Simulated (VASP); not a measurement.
LiH: relaxation of the atoms with r2SCAN

LiH:

```
Li H
1.0
     0.00000    1.96063    1.96063
     1.96063    0.00000    1.96063
     1.96063    1.96063    0.00000
Li H
1 1
Direct
  0.00000 0.00000 0.00000
  0.50000 0.50000 0.50000
```

```yaml
Program: VASP 6.6.1
Task: relaxation of the atoms
Functional: r2SCAN
Potentials_or_basis: VASP PAW PBE potentials, release 64 (Li_sv, H)
Cutoff: 520 eV
k_mesh: 12 × 12 × 12
Occupations: fermi-dirac, width 0.02 eV
Spin: no spin polarisation
Dipole_correction: no
Further_INCAR_settings: ALGO = Normal; EDIFF = 1e-06; IBRION = 2; EDIFFG = -0.01; NSW = 50
```

```json
{"Band gap on the k mesh": "3.54 eV, direct"}
```

Final structure:
```
Li H
1.0
     0.00000    1.96063    1.96063
     1.96063    0.00000    1.96063
     1.96063    1.96063    0.00000
Li H
1 1
Direct
  0.00000 0.00000 0.00000
  0.50000 0.50000 0.50000
```

Levels at points of the mesh, in eV from the valence-band top:
```
           k point  band 1  band 2  band 3  band 4  band 5  band 6
(0.00, 0.00, 0.00)  -45.66   -5.71   18.54   20.12   20.12   20.12
(0.50, 0.00, 0.00)  -45.60   -2.83    5.83   15.55   18.81   18.81
(0.50, 0.50, 0.00)  -45.59    0.00    3.54   12.09   12.09   15.47
```

It took 23 s on 1 thread of Intel Xeon 6975P-C, with other jobs on the host, peak memory 0.13 GiB.

Caveat: the relaxation stopped at its first step, so nothing moved; the PAW data sets were made with another functional, which shifts forces and pressure a little. r2SCAN opens gaps a little over a GGA but as a rule still falls short of measured ones.
